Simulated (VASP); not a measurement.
Input of a VASP 6.6.1 run:

INCAR

```
  PREC = Accurate
  ENCUT = 520
  EDIFF = 1E-8
  ISMEAR = -1
  SIGMA = 0.01
  LREAL = False
  LASPH = True
  NELM = 80
  ALGO = Normal
  ISIF = 2
  LWAVE = False
  LCHARG = False
  GGA = PE
  LEFG = True
  NBANDS = 13
```

KPOINTS

```
regular mesh
0
Gamma
  11 11 8
```

The input POSCAR:

```
O
1.0
    2.7272175000     -1.7550225000      0.0000000000
    2.6757825000      1.6739775000      0.0000000000
   -1.9649900000      0.0294748500      3.7479900000
O
2
Direct
    0.0640000000      0.0640000000      0.1530000000
    0.9360000000      0.9360000000      0.8470000000
```

Potentials or basis: VASP PAW PBE potentials, release 64 (O).

The run is started by

```console
$ cat potpaw_PBE.64/O/POTCAR > POTCAR
$ mpirun -np 1 vasp_std > vasp.out
```

Task: What does it give for the largest force?

Result: 7.999 eV/Å.

Task: Estimate the pressure.

Result: 11.0 GPa.

Task: Estimate the band gap on the k mesh.

Result: Zero (bands 6 and 7 overlap by 0.58 eV).

Stress tensor (GPa, compression positive):
```
-5.13 -0.23  2.19
-0.23 -3.76 -0.10
 2.19 -0.10 41.98
```

Caveat: the cell differs from its parent crystal (xy shear strain of -3 %); the standard files for N, O and F lose accuracy on very short bonds; spin is off for a triplet molecule; the stress differs along the axes, from -5 to 42 GPa; this functional lacks dispersion, which holds the molecules together, so the pressure and a relaxed volume are unreliable; without QUAD_EFG the Cq values of the log hold for a quadrupole moment of 1 mb, not for the nuclei; forces of over 1 eV/Å act on the atoms, so gaps and moduli don't describe the material at rest.
